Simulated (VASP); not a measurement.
Write the native input for VASP 6.6.1 that does the following.

| Property | Result |
| --- | --- |
| Task | single point |
| Functional | PBE |
| Potentials or basis | VASP PAW PBE potentials, release 64 (Ga_d, O) |
| Cutoff | 520 eV |
| k mesh | 10 × 10 × 6 |
| Occupations | gaussian, width 0.1 eV |
| Spin | collinear spin, ferromagnetic start |
| Starting moments | [0.0, 1.88, 1.88, 0.45, 0.45] μB |
| Dipole correction | no |
| Further INCAR settings | ALGO = Normal; EDIFF = 1e-06; NBANDS = 30 |

The structure of GaO4 lies in POSCAR:

```
GaO4
1.0
    3.7370745169      0.0000000000      0.0000000000
    0.0000000000      3.7370745169      0.0000000000
    0.0000000000      0.0000000000      6.3744023470
Ga O
1 4
Direct
    0.5000000000      0.5000000000      0.0000000000
    0.0000000000      0.5000000000      0.5000000000
    0.5000000000      0.0000000000      0.5000000000
    0.5000000000      0.5000000000      0.2670896393
    0.5000000000      0.5000000000      0.7329103607
```

The cell was generated, and may not be a known phase.

These files were run (other wordings do the same):

INCAR

```
SYSTEM = GaO4
PREC = Accurate
ENCUT = 520
EDIFF = 1E-6
ISMEAR = 0
SIGMA = 0.1
LREAL = .FALSE.
LASPH = .TRUE.
NELM = 150
ALGO = Normal
ISIF = 2
LWAVE = .FALSE.
LCHARG = .TRUE.
ISPIN = 2
MAGMOM = 0 1.88 1.88 0.45 0.45
LORBIT = 11
GGA = PE
LELF = .TRUE.
LVHAR = .TRUE.
NBANDS = 30
```

KPOINTS

```
Automatic mesh
0
G
  10 10 6
  0 0 0
```

Potentials or basis: VASP PAW PBE potentials, release 64 (Ga_d, O).

Run with:

```bash
$ cat potpaw_PBE.64/Ga_d/POTCAR potpaw_PBE.64/O/POTCAR > POTCAR
$ mpirun -np 1 vasp_std > vasp.out
```

Results of the run:

The pressure is -0.1 GPa, the largest force is 0.050 eV/Å and the band gap on the k mesh is zero (filled and empty bands overlap). The net moment is 5.00 μB per cell and the site moments are Ga +0.05; O +1.71, +0.40 (each value once) μB. The valence electrons inside the program's atomic spheres are Ga 11.89; O 4.52, 4.85 (each value once).

Run time: 4.5 min on 1 thread of AMD EPYC 9R45 96-Core Processor (Zen 5) (shared host), peak memory 0.4 GiB.
